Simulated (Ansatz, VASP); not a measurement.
# Two plane-wave programs on V

```xyz
1
Lattice="-1.4794 1.4794 1.4794 1.4794 -1.4794 1.4794 1.4794 1.4794 -1.4794" Properties=species:S:1:pos:R:3 pbc="T T T"
V     0.0000    0.0000    0.0000
```

Alike in both runs: functional PBEsol; k mesh 20 × 20 × 20; occupations gaussian, width 0.1 eV; no spin polarisation.

Ansatz relaxed the structure, and its values are those at the end. VASP's run is a single point on that final structure, the one shown.

|  | VASP | Ansatz |
| --- | --- | --- |
| version | VASP 6.6.1 | Ansatz 0.2.0 |
| potentials or method | VASP PAW PBE potentials, release 64 (V_sv), cutoff 520 eV | scalar-relativistic, plane waves, PAW |
| valence electrons in the cell | 13 | 13 |

|  | VASP | Ansatz | Ansatz less VASP |
| --- | --- | --- | --- |
| gap on the k mesh at the Fermi level (eV) | none | none | - |
| pressure (GPa) | 0.3 | 0.0 | -0.31 |

VASP's potentials were made for PBE, not for PBEsol. A gap of «none» marks a metal or a gap that the smearing closes.
